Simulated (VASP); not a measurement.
Crystal: Ir.

```
CELL_PARAMETERS angstrom
2.75138 0.00000 0.00000
-1.37569 2.38276 0.00000
0.00000 0.00000 4.46229
ATOMIC_POSITIONS crystal
Ir 0.33333 0.66667 0.25000
Ir 0.66667 0.33333 0.75000
```

Program: VASP 6.6.1. Alike in all runs: task single point; potentials or basis VASP PAW PBE potentials, release 64 (Ir); cell as given; cutoff (eV) 520. Hardware: 1 thread of Intel(R) Xeon(R) 6975P-C (Granite Rapids), on a shared host.

Order these runs on this cell by their wall time, lowest first.
A. level PBE; spin off; k mesh 9 × 9 × 5; smearing fermi-dirac 0.05 eV
B. level PBE; spin non-collinear, zero start, SOC; k mesh 9 × 9 × 5; smearing gaussian 0.025 eV
C. level HSE06; spin off; k mesh 6 × 6 × 3; smearing fermi-dirac 0.05 eV; grid for exact exchange (PRECFOCK) Normal; screening parameter 0.2079 1/Å
D. level PBE; spin off; k mesh 10 × 10 × 6; smearing fermi-dirac 0.05 eV

A (6.6 s), D (15 s), B (36 s), C (670 s).

Caveats: some runs use coarse meshes.
